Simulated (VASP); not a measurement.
# WC (de600) (P-6m2) in VASP: notebook, part 2 of 2

VASP 6.6.1. The steps go on from the part before.

### 4 Single point, LDA

This run uses another cell than the first one, of 10.13 Å³/atom, 0.998 times its volume.

The input, INCAR:

```
PREC = Accurate
ENCUT = 520
EDIFF = 1E-6
ISMEAR = -1
SIGMA = 0.15
LREAL = F
LASPH = T
NELM = 60
ALGO = Normal
ISIF = 2
LWAVE = F
LCHARG = F
NBANDS = 16
```

The input, KPOINTS:

```
Automatic mesh
0
Gamma
  15 15 12
```

The input, POSCAR:

```
WC
1.0
    2.8849285921      0.0000000000      0.0000000000
   -1.4424642961      2.4984214489      0.0000000000
    0.0000000000      0.0000000000      2.8114881508
W C
1 1
Direct
    0.0000000000      0.0000000000      0.0000000000
    0.6666666667      0.3333333333      0.5000000000
```

Potentials or basis: VASP PAW LDA potentials, release 64 (W_sv, C).

Launch:

```console
$ cat potpaw_LDA.64/W_sv/POTCAR potpaw_LDA.64/C/POTCAR > POTCAR
$ mpirun -np 1 vasp_std > vasp.out
```

OUTCAR:

```text
PREC = Accurate
   ENCUT = 520
   EDIFF = 1E-6
   ISMEAR = -1
   LREAL = F
   LASPH = T
   NELM = 60
   ISIF = 2

 ion  position               nearest neighbor table
   1  0.000  0.000  0.000-   2 2.18   2 2.18   2 2.18   2 2.18   2 2.18   2 2.18
   2  0.667  0.333  0.500-   1 2.18   1 2.18   1 2.18   1 2.18   1 2.18   1 2.18

  LATTYP: Found a hexagonal cell.
 ALAT       =     2.8849285921
 C/A-ratio  =     0.9745434111

  Lattice vectors:

 A1 = (   2.8849285921,   0.0000000000,   0.0000000000)
 A2 = (  -1.4424642961,   2.4984214489,   0.0000000000)
 A3 = (   0.0000000000,   0.0000000000,   2.8114881508)

Analysis of symmetry for initial positions (statically):
=====================================================================
 Subroutine PRICEL returns:
 Original cell was already a primitive cell.

 Routine SETGRP: Setting up the symmetry group for a
 hexagonal supercell.

 Subroutine GETGRP returns: Found 12 space group operations
 (whereof 12 operations were pure point group operations)
 out of a pool of 24 trial point group operations.

The static configuration has the point symmetry D_3h.

Analysis of symmetry for dynamics (positions and initial velocities):
=====================================================================
 Subroutine PRICEL returns:
 Original cell was already a primitive cell.

 Routine SETGRP: Setting up the symmetry group for a
 hexagonal supercell.

 Subroutine GETGRP returns: Found 12 space group operations
 (whereof 12 operations were pure point group operations)
 out of a pool of 24 trial point group operations.

The dynamic configuration has the point symmetry D_3h.

 Subroutine INISYM returns: Found 12 space group operations
 (whereof 12 operations are pure point group operations),
 and found     1 'primitive' translations

----------------------------------------------------------------------------------------

                                     Primitive cell

  volume of cell :      20.2646

[... 102 lines left out ...]
   EFERMI =   0.00;   METHOD = LEGACY
   ISMEAR =    -1;   SIGMA  =   0.15  broadening in eV -4-tet -1-fermi 0-gaus
   EFERMI_NEDOS =   21; number of points for ismear=-14 and -15
   IALGO  =     38    algorithm
   IMIX   =      4    mixing-type and parameters
     AMIX     =   0.40;   BMIX     =  1.00
     AMIX_MAG =   1.60;   BMIX_MAG =  1.00
  volume/ion in A,a.u.               =      10.13        68.38
  Fermi-wavevector in a.u.,A,eV,Ry     =   1.573693  2.973848 33.694956  2.476509
  Thomas-Fermi vector in A             =   2.674939
   LORBIT       =      0    0 simple, 1 ext, 2 COOP (PROOUT), +10 PAW based schemes
   GGA     = CA    functional components
   LHFCALC =     F    Hartree Fock is set to
   AEXX    =    0.0000 exact exchange contribution
   IVDW    =     0    specifies the selected vdW correction
   LEPSILON=     F    determine dielectric tensor
   LRPA    =     F    only Hartree local field effects (RPA)
 non-spin polarized calculation
  energy-cutoff  :      520.00
  volume of cell :       20.26
 maximum number of plane-waves:       568
 NGX is ok and might be reduce to    24
   NGX = 11   NGY = 11   NGZ = 11

 number of electron      18.0000000 magnetization

 Free energy of the ion-electron system (eV)
  ---------------------------------------------------
  ext. energy  EPLUGINS =         0.00000000
  ---------------------------------------------------
  free energy    TOTEN  =       -24.71093585 eV

  energy without entropy =      -24.68784076  energy(sigma->0) =      -24.69938831

 E-fermi :  11.3727     XC(G=0): -14.1084

 val. band max:       11.3522960648   @ k =   0.4000   0.2000   0.0000
 cond. band min:      11.4313815154   @ k =   0.1333   0.0000   0.3333
 fundamental gap:      0.0790854506
 Fermi energy:        11.3727028536

 k-point     1 :       0.0000    0.0000    0.0000
  band No.  band energies     occupation
      1     -62.1520      2.00000
      2     -26.3945      2.00000
      3     -26.2831      2.00000
      4     -26.2831      2.00000
      5      -3.1266      2.00000
      6       6.8762      2.00000
[... 433 lines left out ...]
      3     -26.6932      2.00000
      4     -26.2607      2.00000
      5       0.8237      2.00000
      6       4.4776      2.00000
[... 8 lines left out ...]
     15      26.0955      0.00000
     16      28.9167      0.00000

 [... further k-points ...]
[... 5 lines left out ...]
  --------------------------------------------------------------------------------------
  -------------------------------------------------------------------------------------
  Total        0.3059362      0.3059362      0.3668400     -0.0000000     -0.0000000      0.0000000
  in kB       24.1882465     24.1882465     29.0034849     -0.0000000     -0.0000000      0.0000000
  external PRESSURE =      25.7933260 kB  Pullay stress =       0.0000000 kB

 VOLUME and BASIS-vectors are now :
 -----------------------------------------------------------------------------
  energy-cutoff  :      520.00
  volume of cell :       20.26
      direct lattice vectors                 reciprocal lattice vectors
     2.884928592  0.000000000  0.000000000     0.346629030  0.200126364  0.000000000
    -1.442464296  2.498421449  0.000000000     0.000000000  0.400252728  0.000000000
     0.000000000  0.000000000  2.811488151     0.000000000  0.000000000  0.355683519

 POSITION                                       TOTAL-FORCE (eV/Angst)
 -----------------------------------------------------------------------------------
      0.00000      0.00000      0.00000         0.000000      0.000000      0.000000
      1.44246      0.83281      1.40574        -0.000000      0.000000      0.000000
 -----------------------------------------------------------------------------------
    total drift:                                0.000000     -0.000000      0.000000

  FREE ENERGIE OF THE ION-ELECTRON SYSTEM (eV)
  ---------------------------------------------------
  free  energy   TOTEN  =       -24.7109358510 eV

  energy  without entropy=      -24.6878407617  energy(sigma->0) =      -24.69938831
```

stdout:

```text
POSCAR found type information on POSCAR W C
 POSCAR found :  2 types and       2 ions
 scaLAPACK will be used
 LDA part: xc-table for (Slater(with rela. corr.)+CA(PZ))
 , standard interpolation
 POSCAR, INCAR and KPOINTS ok, starting setup
 FFT: planning ... GRIDC
 FFT: planning ... GRID_SOFT
 FFT: planning ... GRID
 WAVECAR not read
 entering main loop
```

Wall time 33 s (1 thread of Intel Xeon Platinum 8259CL at 2.50GHz (Skylake/Cascade Lake), shared host); peak memory 0.18 GiB.

What came out:

* Free energy: -24.7109 eV
* Pressure: 2.6 GPa
* Band gap on the k mesh: zero (band 9 reaches 11.94 eV, above the bottom of band 10 at 10.69 eV)

Stress tensor (GPa, compression positive):
```
2.42 0.00 0.00
0.00 2.42 0.00
0.00 0.00 2.90
```

Caveat: spin-orbit coupling is left out, which moves the levels of the heavy elements.

### 5 Single point, LDA

The input, INCAR:

```
  PREC = Accurate
  ENCUT = 910
  EDIFF = 1E-6
  ISMEAR = 0
  SIGMA = 0.1
  LREAL = False
  LASPH = True
  NELM = 120
  ALGO = Normal
  ISIF = 2
  LWAVE = False
  LCHARG = False
  GGA = CA
  NBANDS = 16
  GGA_COMPAT = False
```

The input, KPOINTS:

```
Automatic mesh
0
Gamma
  9 9 6
```

The input, POSCAR:

```
WC
1.0
    2.8820700000      0.0000000000      0.0000000000
   -1.4410350000      2.4959458400      0.0000000000
    0.0000000000      0.0000000000      2.8238700000
W C
1 1
Direct
    0.0000000000      0.0000000000      0.0000000000
    0.6666666700      0.3333333300      0.5000000000
```

Potentials or basis: VASP PAW LDA potentials, release 64 (W_sv, C_h).

Launch:

```console
$ cat potpaw_LDA.64/W_sv/POTCAR potpaw_LDA.64/C_h/POTCAR > POTCAR
$ mpirun -np 1 vasp_std > vasp.out
```

Run time: 28 s. Hardware: 1 thread of AMD EPYC 7R13 (Zen 3), shared host; peak memory 0.14 GiB.

The run converged. Its results:

| Item | Value |
| --- | --- |
| Free energy | -24.6989 eV |
| Pressure | 1.2 GPa |
| Band gap on the k mesh | zero (band 9 reaches 12.15 eV, above the bottom of band 10 at 10.98 eV) |

Stress tensor (GPa, compression positive):
```
 3.02  0.00  0.00
 0.00  3.02  0.00
 0.00  0.00 -2.36
```

Levels at points of the mesh, in eV from the Fermi level:
```csv
k point,band 6,band 7,band 8,band 9,band 10,band 11,band 12,band 13
"(0.00, 0.00, 0.00)",-4.48,-3.43,-3.43,0.05,3.24,3.24,5.67,5.67
"(0.00, 0.00, 0.50)",-8.77,-2.08,-2.08,-0.67,-0.67,3.63,4.53,4.53
```

Caveat: the k points lie up to 0.37 Å⁻¹ apart; the cutoff is under 1.25 times the usual one of these potentials, so pressure, stress and relaxed cells hold a basis-set (Pulay) error; spin-orbit coupling is left out, which moves the levels of the heavy elements.

### 6 Summary

| potentials or basis | cell | k mesh | cutoff (eV) | smearing | second run | gap on the mesh (eV) | pressure (GPa) |
| --- | --- | --- | --- | --- | --- | --- | --- |
| VASP PAW LDA potentials, release 64 (W_sv, C) | a = 2.882, b = 2.882, c = 2.824 Å, angles 90.0, 90.0, 120.0°, 2 atoms | 9 × 9 × 6 | 520 | gaussian 0.1 eV | - | none | 1.4 |
| VASP PAW LDA potentials, release 64 (W_sv, C) | a = 2.884, b = 2.884, c = 2.812 Å, angles 90.0, 90.0, 120.0°, 2 atoms | 15 × 15 × 12 | 520 | gaussian 0.1 eV | - | none | 2.6 |
| VASP PAW LDA potentials, release 64 (W_sv, C) | a = 2.885, b = 2.885, c = 2.811 Å, angles 90.0, 90.0, 120.0°, 2 atoms | 15 × 15 × 12 | 520 | fermi-dirac 0.15 eV | - | none | 2.6 |
| VASP PAW LDA potentials, release 64 (W_sv, C_h) | a = 2.882, b = 2.882, c = 2.824 Å, angles 90.0, 90.0, 120.0°, 2 atoms | 9 × 9 × 6 | 910 | gaussian 0.1 eV | hard_potentials | none | 1.2 |

Alike in all rows: task single point; level LDA; no spin polarisation.

Caveats: some runs use coarse meshes; spin-orbit coupling is left out, which moves the levels of the heavy elements; the cutoff is under 1.25 times the usual one of these potentials, so pressure, stress and relaxed cells hold a basis-set (Pulay) error (some runs).

Total energies depend on the potentials used, so only differences within one code and one set of settings carry meaning.
